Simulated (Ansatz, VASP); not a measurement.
**One calculation of CdIr, two programs**

```
Cd Ir
1.0
     5.56037    0.00000    0.00000
    -2.78018    4.81542    0.00000
     0.00000    0.00000    4.52312
Cd Ir
3 3
Direct
  0.50000 0.00000 0.00000
  0.50000 0.50000 0.00000
  0.00000 0.50000 0.00000
  0.00000 0.00000 0.00000
  0.33333 0.66667 0.50000
  0.66667 0.33333 0.50000
```

Alike in both runs: functional PBE; k mesh 12 × 12 × 8; occupations gaussian, width 0.1 eV; no spin polarisation.

Ansatz relaxed the structure, and its values are those at the end. VASP's run is a single point on that final structure, the one shown.

|  | VASP | Ansatz |
| --- | --- | --- |
| version | VASP 6.6.1 | Ansatz 0.2.0 |
| potentials or method | VASP PAW PBE potentials, release 64 (Cd_sv_GW, Ir_sv_GW), cutoff 630 eV | scalar-relativistic, plane waves, PAW |
| valence electrons in the cell | 111 | 111 |

Ansatz gave:

```
gap on the k mesh at the Fermi level (eV) : none
pressure (GPa)                            : 0.0
```

Question: Estimate VASP's values.

Answer: gap on the k mesh at the Fermi level (eV): none; pressure (GPa): -0.4.

A gap of «none» marks a metal or a gap that the smearing closes.

Spin-orbit coupling is off throughout.
